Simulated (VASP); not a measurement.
Runs of VASP 6.6.1 on Bi. The structure is that of space group Fm-3m (No. 225), or close to it. The cells are those of the table. 

```csv
level,cell,k mesh,grid for exact exchange (PRECFOCK),screening parameter,gap on the mesh (eV),pressure (GPa)
PBE,"a = 3.685 Å, angles 60.0°, 1 atom",6 × 6 × 6,-,-,none,(a)
HSE06,"a = 3.522 Å, angles 60.0°, 1 atom",8 × 8 × 8,Normal,0.2079 1/Å,none,-0.1
HSE06,"a = 3.547 Å, angles 60.0°, 1 atom",8 × 8 × 8,Normal,0.2079 1/Å,none,-1.2
PBE,"a = 3.646 Å, angles 60.0°, 1 atom",6 × 6 × 6,-,-,none,-3.7
```

Alike in all rows: task single point; potentials or basis VASP PAW PBE potentials, release 64 (Bi_d); no spin polarisation; cutoff (eV) 520; smearing gaussian 0.05 eV.

Q: Fill in the values left out.

A: (a) -4.8.

Caveats: spin-orbit coupling is left out, which moves the levels of the heavy elements; the PAW data sets were made with another functional, which shifts forces and pressure a little (some runs).

A k mesh can miss the band edges, and the runs leave out spin-orbit coupling on Bi.

A gap of «none» marks levels without a gap at the run's occupations.
